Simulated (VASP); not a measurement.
Ir:

```
Ir
1.0
     0.00000    1.92696    1.92696
     1.92696    0.00000    1.92696
     1.92696    1.92696    0.00000
Ir
1
Direct
  0.00000 0.00000 0.00000
```

Base run:

* Program: VASP 6.6.1
* Functional: PBE
* Potentials or basis: VASP PAW PBE potentials, release 64 (Ir)
* Cutoff: 500 eV
* k mesh: 10 × 10 × 10
* Occupations: gaussian, width 0.1 eV
* Spin: no spin polarisation

Its results: pressure 5.2 GPa.

The run is repeated on the same cell with these changes: functional from PBE to PBEsol. What comes out?

Pressure -5.9 GPa.

PBEsol binds more tightly than PBE, so the same cell stands under less pressure.

Caveats: the PAW data sets were made with another functional, which shifts forces and pressure a little (some runs).
